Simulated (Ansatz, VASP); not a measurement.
## One calculation of Ge, two programs

```
CELL_PARAMETERS angstrom
-2.57449 2.57449 1.39741
2.57449 -2.57449 1.39741
2.57449 2.57449 -1.39741
ATOMIC_POSITIONS crystal
Ge 0.25000 0.75000 0.50000
Ge 0.50000 0.50000 0.00000
```

Alike in both runs: task single point; functional BLYP; k mesh 13 × 13 × 13; no spin polarisation.

|  | VASP | Ansatz |
| --- | --- | --- |
| version | VASP 6.6.1 | Ansatz 0.2.0 |
| potentials or method | VASP PAW PBE potentials, release 64 (Ge_d) | plane waves, PAW |
| plane-wave cutoff (eV) | 520 | 420 |
| occupations | gaussian, width 0.1 eV | gaussian |
| valence electrons in the cell | 28 | 28 |

Ansatz gave:

```
pressure (GPa)                                                : 9.5
traceless stress, the component that is largest in VASP (GPa) : 1.07
```

Estimate VASP's values.

pressure (GPa): 9.5; traceless stress, the component that is largest in VASP (GPa): 1.04.

VASP's potentials were made for PBE, not for BLYP.
